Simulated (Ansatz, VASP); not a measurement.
Zr: VASP beside Ansatz

```
CELL_PARAMETERS angstrom
3.05100 0.00000 0.00000
-1.52550 2.64224 0.00000
0.00000 0.00000 4.90505
ATOMIC_POSITIONS crystal
Zr 0.33333 0.66667 0.25000
Zr 0.66667 0.33333 0.75000
```

Alike in both runs: task single point; functional PBEsol; k mesh 19 × 19 × 10; occupations fermi-dirac, width 0.1 eV; no spin polarisation.

```csv
,VASP,Ansatz
version,VASP 6.6.1,Ansatz 0.2.0
potentials or method,"VASP PAW PBE potentials, release 64 (Zr_sv), cutoff 520 eV","plane waves (420 eV) with PAW, scalar-relativistic"
valence electrons in the cell,24,24
```

|  | VASP | Ansatz | Ansatz less VASP |
| --- | --- | --- | --- |
| pressure (GPa) | 15.6 | 15.5 | -0.10 |
| traceless stress, the component that is largest in VASP (GPa) | 1.55 | 1.56 | +0.005 |

VASP's potentials were made for PBE, not for PBEsol, and Ansatz warns of the same on its side.
